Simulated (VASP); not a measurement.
# LiZr3N2 (R-3m) in VASP: relaxation of cell and atoms with PBE

Aim: the relaxation of cell and atoms of LiZr3N2 with PBE.

All numbers are computed with VASP 6.6.1; they aren't measurements. Logs are shortened: lines on timing, memory, paths and dates and some standing lists are left out, and cuts for length are marked.

## 1. The cell of the first run

Symmetry: R-3m, No. 166, trigonal system. Conventional cell: a = 7.126 Å, b = 7.126 Å, c = 9.543 Å, α = 90.00°, β = 90.00°, γ = 120.00°. Within 2.5 Å of Li (site symmetry -3m) lie 2 N at 1.92 Å. Within 2.8 Å of Zr (site symmetry 2/m) lie 2 N at 2.08 Å and 2 Li at 2.60 Å. N (site symmetry 3m) has 1 Li at 1.92 Å and 3 Zr at 2.08 Å within 2.5 Å.

The cell was generated, and may not be a known phase.

## 2. Relaxation of cell and atoms, PBE

File INCAR:

```
SYSTEM = LiZr3N2
PREC = Accurate
ENCUT = 600
EDIFF = 1E-6
ISMEAR = 0
SIGMA = 0.1
LREAL = .False.
LASPH = .True.
NELM = 80
ALGO = Normal
ISIF = 3
LWAVE = .False.
LCHARG = .False.
GGA = PE
IBRION = 2
NSW = 100
EDIFFG = -0.01
```

File KPOINTS:

```
Automatic mesh
0
Gamma
  6 6 6
  0 0 0
```

File POSCAR:

```
LiZr3N2
1.0
    3.5630352328      2.0571193508      3.1810242576
   -3.5630352328      2.0571193508      3.1810242576
    0.0000000000     -4.1142387015      3.1810242576
Li Zr N
1 3 2
Direct
    0.0000000000      0.0000000000      0.0000000000
    0.0000000000      0.0000000000      0.5000000000
    0.5000000000      0.0000000000      0.0000000000
    0.0000000000      0.5000000000      0.0000000000
    0.7990486158      0.7990486158      0.7990486158
    0.2009513842      0.2009513842      0.2009513842
```

Potentials or basis: VASP PAW PBE potentials, release 64 (Li_sv, Zr_sv, N).

Run with:

```sh
cat potpaw_PBE.64/Li_sv/POTCAR potpaw_PBE.64/Zr_sv/POTCAR potpaw_PBE.64/N/POTCAR > POTCAR
mpirun -np 1 vasp_std > vasp.out
```

OUTCAR:

```text
SYSTEM = LiZr3N2
   PREC = Accurate
   ENCUT = 600
   EDIFF = 1E-6
   ISMEAR = 0
   LREAL = .False.
   LASPH = .True.
   NELM = 80
   ISIF = 3
   GGA = PE
   IBRION = 2
   NSW = 100
   EDIFFG = -0.01

 ion  position               nearest neighbor table
   1  0.000  0.000  0.000-   5 1.92   6 1.92   2 2.60   2 2.60   4 2.60   3 2.60   4 2.60   3 2.60

   2  0.000  0.000  0.500-   5 2.08   6 2.08   1 2.60   1 2.60   3 3.56   4 3.56   4 3.56   3 3.56
                             4 3.79   4 3.79   3 3.79   3 3.79
   3  0.500  0.000  0.000-   5 2.08   6 2.08   1 2.60   1 2.60   2 3.56   2 3.56   4 3.56   4 3.56
                             2 3.79   2 3.79   4 3.79   4 3.79
   4  0.000  0.500  0.000-   5 2.08   6 2.08   1 2.60   1 2.60   2 3.56   2 3.56   3 3.56   3 3.56
                             2 3.79   2 3.79   3 3.79   3 3.79
   5  0.799  0.799  0.799-   1 1.92   2 2.08   3 2.08   4 2.08
   6  0.201  0.201  0.201-   1 1.92   2 2.08   3 2.08   4 2.08

  LATTYP: Found a trigonal (rhomboedric) cell.
 ALAT       =     5.2005649136
 COS(alpha) =     0.0612084192

  Lattice vectors:

 A1 = (   3.5630352328,   2.0571193508,   3.1810242576)
 A2 = (  -3.5630352328,   2.0571193508,   3.1810242576)
 A3 = (   0.0000000000,  -4.1142387015,   3.1810242576)

Analysis of symmetry for initial positions (statically):
=====================================================================
 Subroutine PRICEL returns:
 Original cell was already a primitive cell.

 Routine SETGRP: Setting up the symmetry group for a
 trigonal (rhombohedral) supercell.

 Subroutine GETGRP returns: Found 12 space group operations
 (whereof 12 operations were pure point group operations)
 out of a pool of 12 trial point group operations.

The static configuration has the point symmetry D_3d.

Analysis of symmetry for dynamics (positions and initial velocities):
=====================================================================
 Subroutine PRICEL returns:
 Original cell was already a primitive cell.

 Routine SETGRP: Setting up the symmetry group for a
 trigonal (rhombohedral) supercell.

 Subroutine GETGRP returns: Found 12 space group operations
 (whereof 12 operations were pure point group operations)
 out of a pool of 12 trial point group operations.

The dynamic configuration has the point symmetry D_3d.

 Subroutine INISYM returns: Found 12 space group operations
 (whereof 12 operations are pure point group operations),
 and found     1 'primitive' translations

----------------------------------------------------------------------------------------

                                     Primitive cell

  volume of cell :     139.8936

  direct lattice vectors                    reciprocal lattice vectors
     3.563035233  2.057119351  3.181024258     0.140329794  0.081019444  0.104788051
    -3.563035233  2.057119351  3.181024258    -0.140329794  0.081019444  0.104788051
     0.000000000 -4.114238701  3.181024258     0.000000000 -0.162038889  0.104788051

  length of vectors
     5.200564914  5.200564914  5.200564914     0.192969265  0.192969265  0.192969265

  position of ions in fractional coordinates (direct lattice)
     0.000000000  0.000000000  0.000000000
     0.000000000  0.000000000  0.500000000
     0.500000000  0.000000000  0.000000000
     0.000000000  0.500000000  0.000000000
     0.799048616  0.799048616  0.799048616
     0.200951384  0.200951384  0.200951384

  ion indices of the primitive-cell ions
   primitive index   ion index
                 1           1
                 2           2
                 3           3
                 4           4
                 5           5
                 6           6

----------------------------------------------------------------------------------------

 KPOINTS: Automatic mesh

Automatic generation of k-mesh.
 Grid dimensions read from file:
 generate k-points for:    6    6    6

 Generating k-lattice:

  Cartesian coordinates                     Fractional coordinates (reciprocal lattice)
     0.023388299  0.013503241  0.017464675     0.166666667  0.000000000  0.000000000
    -0.023388299  0.013503241  0.017464675     0.000000000  0.166666667  0.000000000
     0.000000000 -0.027006481  0.017464675     0.000000000  0.000000000  0.166666667

  Length of vectors
     0.032161544  0.032161544  0.032161544

  Shift w.r.t. Gamma in fractional coordinates (k-lattice)
     0.000000000  0.000000000  0.000000000

 Subroutine IBZKPT returns following result:
 ===========================================

 Found     32 irreducible k-points:

 Following reciprocal coordinates:
            Coordinates               Weight
  0.000000  0.000000  0.000000      1.000000
  0.166667  0.000000 -0.000000      6.000000
  0.333333  0.000000  0.000000      6.000000
  0.500000  0.000000  0.000000      3.000000
  0.166667  0.166667 -0.000000      6.000000
  0.333333  0.166667  0.000000     12.000000
[... 16 lines left out ...]
  0.500000  0.500000  0.166667      6.000000
 -0.333333  0.500000  0.166667     12.000000
 [... further k-points ...]
   k-points           NKPTS =     32   k-points in BZ     NKDIM =     32   number of bands    NBANDS=     29
   number of dos      NEDOS =    301   number of ions     NIONS =      6
   total plane-waves  NPLWV =  74088
   dimension x,y,z NGX =    42 NGY =   42 NGZ =   42
   dimension x,y,z NGXF=    84 NGYF=   84 NGZF=   84
   ions per type =               1   3   2
   NGX,Y,Z   is equivalent  to a cutoff of  13.43, 13.43, 13.43 a.u.
   NGXF,Y,Z  is equivalent  to a cutoff of  26.85, 26.85, 26.85 a.u.
 SYSTEM =  LiZr3N2
   PREC   = accura    normal or accurate (medium, high low for compatibility)
   ISTART =      0    job   : 0-new  1-cont  2-samecut
   ICHARG =      2    charge: 1-file 2-atom 10-const
   ISPIN  =      1    spin polarized calculation?
   LNONCOLLINEAR =      F non collinear calculations
   LSORBIT =      F    spin-orbit coupling
   LASPH  =      T    aspherical Exc in radial PAW
   ENCUT  =  600.0 eV  44.10 Ry    6.64 a.u.  10.39 10.39 10.39*2*pi/ulx,y,z
   NELM   =     80;   NELMIN=  2; NELMDL= -5     # of ELM steps
   EDIFF  = 0.1E-05   stopping-criterion for ELM
   LREAL  =      F    real-space projection
   EDIFFG = -.1E-01   stopping-criterion for IOM
   NSW    =    100    number of steps for IOM
   IBRION =      2    ionic relax: 0-MD 1-quasi-New 2-CG
   NFREE  =      1    steps in history (QN), initial steepest desc. (CG)
   ISIF   =      3    stress and relaxation
   ISYM   =      2    0-nonsym 1-usesym 2-fastsym
   POTIM  = 0.5000    time-step for ionic-motion
   TEBEG  =    0.0;   TEEND  =   0.0 temperature during run
   PSTRESS=    0.0 pullay stress
   NELECT =      49.0000    total number of electrons
   NUPDOWN=      -1.0000    fix difference up-down
   EMIN   =  10.00;   EMAX   =-10.00  energy-range for DOS
   EFERMI =   0.00;   METHOD = LEGACY
   ISMEAR =     0;   SIGMA  =   0.10  broadening in eV -4-tet -1-fermi 0-gaus
   EFERMI_NEDOS =   21; number of points for ismear=-14 and -15
   IALGO  =     38    algorithm
   IMIX   =      4    mixing-type and parameters
     AMIX     =   0.40;   BMIX     =  1.00
     AMIX_MAG =   1.60;   BMIX_MAG =  1.00
  volume/ion in A,a.u.               =      23.32       157.34
  Fermi-wavevector in a.u.,A,eV,Ry     =   1.154005  2.180753 18.119244  1.331727
  Thomas-Fermi vector in A             =   2.290644
   LORBIT       =      0    0 simple, 1 ext, 2 COOP (PROOUT), +10 PAW based schemes
   GGA     = PE    functional components
   LHFCALC =     F    Hartree Fock is set to
   AEXX    =    0.0000 exact exchange contribution
   IVDW    =     0    specifies the selected vdW correction
   LEPSILON=     F    determine dielectric tensor
   LRPA    =     F    only Hartree local field effects (RPA)
 conjugate gradient relaxation of ions
 non-spin polarized calculation
 Gauss-broadening in eV      SIGMA  =   0.10
  energy-cutoff  :      600.00
  volume of cell :      139.89
 maximum number of plane-waves:      4711
 NGX is ok and might be reduce to    42
   NGX = 21   NGY = 21   NGZ = 21

--------------------------------------- Ionic step        1  -------------------------------------------

 number of electron      48.9999999 magnetization

 Free energy of the ion-electron system (eV)
  ---------------------------------------------------
  ext. energy  EPLUGINS =         0.00000000
  ---------------------------------------------------
  free energy    TOTEN  =       -44.14650238 eV

  energy without entropy =      -44.11237476  energy(sigma->0) =      -44.12943857

------------------------ aborting loop because EDIFF is reached ----------------------------------------

  FORCE on cell =-STRESS in cart. coord.  units (eV):
  Direction    XX          YY          ZZ          XY          YZ          ZX
  --------------------------------------------------------------------------------------
  -------------------------------------------------------------------------------------
  Total        0.1823332      0.1823332     -0.0331113      0.0000000     -0.0000000      0.0000000
  in kB        2.0882310      2.0882310     -0.3792177      0.0000000     -0.0000000      0.0000000
  external PRESSURE =       1.2657481 kB  Pullay stress =       0.0000000 kB
[... 225 lines left out ...]
  energy  without entropy=      -44.1121474087  energy(sigma->0) =      -44.12948128

--------------------------------------- Ionic step        7  -------------------------------------------

 number of electron      48.9999998 magnetization

 Free energy of the ion-electron system (eV)
  ---------------------------------------------------
  ext. energy  EPLUGINS =         0.00000000
  ---------------------------------------------------
  free energy    TOTEN  =       -44.14685850 eV

  energy without entropy =      -44.11221982  energy(sigma->0) =      -44.12953916

 E-fermi :   4.3245     XC(G=0):  -8.8292

 val. band max:        4.3237215980   @ k =   0.5000   0.1667  -0.0000
 cond. band min:       4.3315002241   @ k =  -0.1667   0.5000   0.1667
 fundamental gap:      0.0077786261
 Fermi energy:         4.3245113153

 k-point     1 :       0.0000    0.0000    0.0000
  band No.  band energies     occupation
      1     -45.2670      2.00000
      2     -45.2318      2.00000
      3     -45.2318      2.00000
      4     -41.0657      2.00000
      5     -23.6825      2.00000
      6     -23.4135      2.00000
[... 757 lines left out ...]
     28       5.1367      0.00000
     29       5.6693      0.00000

 [... further k-points ...]

------------------------ aborting loop because EDIFF is reached ----------------------------------------

  FORCE on cell =-STRESS in cart. coord.  units (eV):
  Direction    XX          YY          ZZ          XY          YZ          ZX
  --------------------------------------------------------------------------------------
  -------------------------------------------------------------------------------------
  Total        0.0162527      0.0162527      0.0186917      0.0000000      0.0000000      0.0000000
  in kB        0.1865000      0.1865000      0.2144877      0.0000000      0.0000000      0.0000000
  external PRESSURE =       0.1958292 kB  Pullay stress =       0.0000000 kB
[... 21 lines left out ...]
  FREE ENERGIE OF THE ION-ELECTRON SYSTEM (eV)
  ---------------------------------------------------
  free  energy   TOTEN  =       -44.1468584996 eV

  energy  without entropy=      -44.1122198240  energy(sigma->0) =      -44.12953916

 reached required accuracy - stopping structural energy minimisation
```

Wall time 6 min (1 thread of Intel Xeon 6975P-C (Granite Rapids), shared host); peak memory 0.36 GiB.

Results:

| Quantity | Value |
| --- | --- |
| Free energy | -44.1469 eV |
| Relaxed volume | 23.27 Å³/atom |
| Relaxed cell | a = 5.196 Å, b = 5.196 Å, c = 5.196 Å, α = 86.64°, β = 86.64°, γ = 86.64° |
| Space group after relaxing (to 0.1 Å) | R-3m (No. 166) |
| Energy gained by relaxing | 0.1 meV/atom |
| Ionic steps | 7 |
| Pressure after relaxing | 0.0 GPa |
| Largest force after relaxing | 0.007 eV/Å |
| Band gap on the k mesh | zero (an odd number of electrons rules out a gap without spin polarisation) |

Forces in eV/Å, atoms in the order of the input:
```
Li   0.000  0.000  0.000
Zr   0.000  0.000  0.000
Zr   0.000  0.000  0.000
Zr   0.000  0.000  0.000
N    0.000  0.000 -0.007
N    0.000  0.000  0.007
```

Step by step:
```tsv
step	energy change (eV)	largest force (eV/Å)	pressure (GPa)	volume (Å³)
1	0.0000	0.0258	0.13	139.89
2	0.0000	0.0025	-0.18	140.27
3	-0.0002	0.0134	-0.04	140.09
4	-0.0002	0.0137	-0.03	140.02
5	-0.0003	0.0150	-0.01	139.79
6	-0.0003	0.0153	0.00	139.70
7	-0.0004	0.0071	0.02	139.62
```

Final structure:
```yaml
crystal:
  lattice:
    - [3.56526, 2.05841, 3.17090]
    - [-3.56526, 2.05841, 3.17090]
    - [0.00000, -4.11681, 3.17090]
  atoms:
    - { symbol: Li, position: [0.00000, 0.00000, 0.00000] }
    - { symbol: Zr, position: [0.00000, 0.00000, 0.50000] }
    - { symbol: Zr, position: [0.50000, 0.00000, 0.00000] }
    - { symbol: Zr, position: [0.00000, 0.50000, 0.00000] }
    - { symbol: N, position: [0.79836, 0.79836, 0.79836] }
    - { symbol: N, position: [0.20164, 0.20164, 0.20164] }
```

Levels at points of the mesh, in eV from the Fermi level:
```
           k point  band 22  band 23  band 24  band 25  band 26  band 27
(0.00, 0.00, 0.00)    -2.05    -0.90    -0.90     0.10     0.10     0.45
(0.50, 0.00, 0.00)    -1.99    -1.40    -0.28     0.00     0.02     0.54
(0.50, 0.50, 0.00)    -1.78    -1.29    -0.20     0.09     0.10     0.14
(0.50, 0.50, 0.50)    -2.02    -2.02    -0.66     0.71     0.91     0.91
```

Caveat: the cutoff is under 1.25 times the usual one of these potentials, so pressure, stress and relaxed cells hold a basis-set (Pulay) error.
